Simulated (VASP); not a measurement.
Runs of VASP 6.6.1 on B12Ru. The structure is that of space group Fm-3m (No. 225), or close to it. The cells are those of the table. 

```csv
task,cell,k mesh,cutoff (eV),gap on the mesh (eV),pressure (GPa),largest force (eV/Å)
single point,"a = 5.221 Å, angles 60.0°, 13 atoms",4 × 4 × 4,520,none,0.0,0.01
relaxation of cell and atoms,"relaxed from a = 5.221 Å, angles 60.0°, 13 atoms",10 × 10 × 10,600,none,0.0,-
single point,"a = 5.221 Å, angles 60.0°, 13 atoms",10 × 10 × 10,520,none,0.0,0.01
single point,"a = 5.145 Å, angles 60.0°, 13 atoms",4 × 4 × 4,520,none,(a),1.30
```

Alike in all rows: level PBE; potentials or basis VASP PAW PBE potentials, release 64 (B, Ru_pv); no spin polarisation; smearing gaussian 0.1 eV.

Fill in the values left out.

(a) 11.2.

Caveats: some runs use coarse meshes; forces of over 1 eV/Å act on the atoms, so gaps and moduli don't describe the material at rest (some runs).

A k mesh can miss the band edges, and the runs leave out spin-orbit coupling on Ru.

A gap of «none» marks levels without a gap at the run's occupations.
